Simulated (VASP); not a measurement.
Write the native input for VASP 6.6.1 that does the following.

```
Task                   : single point
Functional             : LDA
Potentials or basis    : VASP PAW LDA potentials, release 64 (Pt, B)
Cutoff                 : 420 eV
k mesh                 : 3 × 3 × 3
Occupations            : methfessel-paxton, width 0.1 eV
Spin                   : no spin polarisation
Dipole correction      : no
Further INCAR settings : ALGO = Normal; EDIFF = 1e-06; NBANDS = 96
```

The structure of BPt16 (a cell with a defect) lies in POSCAR:

```
BPt16
1.0
   -3.9695467000      3.9695467000      3.9695467000
    3.9695467000     -3.9695467000      3.9695467000
    3.9695467000      3.9695467000     -3.9695467000
Pt B
16 1
Direct
   -0.0205344100     -0.0239996500     -0.0241260000
    0.0123359700      0.2460002000      0.7493323600
   -0.0104684800      0.4997232400      0.4994516200
    0.0123353800      0.7491486100      0.2454246500
    0.2490475000      0.0090405600      0.7491435900
    0.2473610900      0.2436733300      0.4890894700
    0.2478514200      0.4893259100      0.2439888300
    0.2489247000      0.7491265200      0.0087151600
    0.5028839000     -0.0145854200      0.4992042800
    0.4929501600      0.2436612600      0.2434565200
    0.5029065300      0.4994551100     -0.0147044700
    0.4617064400      0.7554039100      0.7552737100
    0.7531654500      0.0093144400      0.2459090900
    0.7533086500      0.2462964800      0.0088515300
    0.7574032700      0.4574720400      0.7534662400
    0.7581191600      0.7544006000      0.4572561200
    0.6440860800      0.6413244400      0.6405168700
```

These files were run (other wordings do the same):

INCAR

```
SYSTEM = BPt16
  PREC = Accurate
  ENCUT = 420
  EDIFF = 1E-6
  ISMEAR = 1
  SIGMA = 0.1
  LREAL = .False.
  LASPH = .True.
  NELM = 120
  ALGO = Normal
  ISIF = 2
  LWAVE = .False.
  LCHARG = .False.
  GGA = CA
  NBANDS = 96
  GGA_COMPAT = .False.
```

KPOINTS

```
regular mesh
0
Gamma
  3 3 3
  0 0 0
```

Potentials or basis: VASP PAW LDA potentials, release 64 (Pt, B).

Run with:

```console
$ cat potpaw_LDA.64/Pt/POTCAR potpaw_LDA.64/B/POTCAR > POTCAR
$ mpirun -np 1 vasp_std > vasp.out
```

It gave:

The pressure is -2.2 GPa, the largest force is 0.202 eV/Å and the band gap on the k mesh is zero (an odd number of electrons rules out a gap without spin polarisation).

Caveat: the k points lie up to 0.37 Å⁻¹ apart, too coarse for converged energies and pressures of a metal; spin-orbit coupling is left out, which moves the levels of the heavy elements.

It took 11 min on 1 thread of Oxide Virtual Turin-like Processor (shared host), peak memory 0.32 GiB.
